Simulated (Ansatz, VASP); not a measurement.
## EuO in VASP and in Ansatz

```
Eu O
1.0
     0.00000    2.57195    2.57195
     2.57195    0.00000    2.57195
     5.14390    5.14390    0.00000
Eu O
2 2
Direct
  0.50000 0.50000 0.25000
  0.50000 0.50000 0.75000
  0.00000 0.00000 0.00000
  0.00000 0.00000 0.50000
```

Alike in both runs: task single point; functional LDA; k mesh 6 × 6 × 6; occupations gaussian, width 0.05 eV; collinear spin; Hubbard terms Eu f U = 8.0 eV.

|  | VASP | Ansatz |
| --- | --- | --- |
| version | VASP 6.6.1 | Ansatz 0.2.0 |
| potentials or method | VASP PAW PBE potentials, release 64 (Eu, O), cutoff 600 eV | scalar-relativistic, plane waves, PAW |
| valence electrons in the cell | 46 | 46 |

|  | VASP | Ansatz | Ansatz less VASP |
| --- | --- | --- | --- |
| gap on the k mesh at the Fermi level (eV) | 0.98 | 1.47 | +0.491 |
| least direct gap on the mesh (eV) | 1.08 | 1.64 | +0.562 |
| pressure (GPa) | -5.6 | -5.5 | +0.04 |
| net moment per atom (μB) | 0.00 | 0.00 | 0.000 |
| size of the moment on the site where the two differ most (μB) | 6.75 | 6.75 | -0.003 |

VASP's potentials were made for PBE, not for LDA. LDA's correlation is that of Perdew and Zunger in VASP and of Perdew and Wang (1992) in Ansatz. Site moments also hang on the region over which each program counts them. The programs project onto different local orbitals, so the same U acts differently, and such runs can settle in different states.

Spin-orbit coupling is off throughout.
